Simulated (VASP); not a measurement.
Write the native input for VASP 6.6.1 that does the following.

```yaml
Task: single point
Functional: LDA
Potentials_or_basis: VASP PAW LDA potentials, release 64 (Ag)
Cutoff: 520 eV
k_mesh: 18 × 18 × 18
Occupations: gaussian, width 0.05 eV
Spin: no spin polarisation
Dipole_correction: no
Further_INCAR_settings: ALGO = Normal; EDIFF = 1e-06; NBANDS = 12
```

The structure of Ag lies in POSCAR:

```
Ag
1.0
    0.0000000000      2.0450000000      2.0450000000
    2.0450000000      0.0000000000      2.0450000000
    2.0450000000      2.0450000000      0.0000000000
Ag
1
Direct
    0.0000000000      0.0000000000      0.0000000000
```

These files were run (other wordings do the same):

INCAR

```
ALGO = Normal ; EDIFF = 1E-6
ENCUT = 520 ; GGA = CA
ISIF = 2 ; ISMEAR = 0
LASPH = True ; LCHARG = False
LREAL = False ; LWAVE = False
NBANDS = 12 ; NELM = 100
PREC = Accurate ; SIGMA = 0.05
```

KPOINTS

```
k-points
0
Gamma
  18 18 18
```

Potentials or basis: VASP PAW LDA potentials, release 64 (Ag).

Launch:

```sh
$ cat potpaw_LDA.64/Ag/POTCAR > POTCAR
$ mpirun -np 1 vasp_std > vasp.out
```

Results of the run:

```
Pressure : -7.4 GPa
```

Wall time 20 s on 1 thread of Intel(R) Xeon(R) Platinum 8488C (Sapphire Rapids) (shared host), peak memory 0.15 GiB.
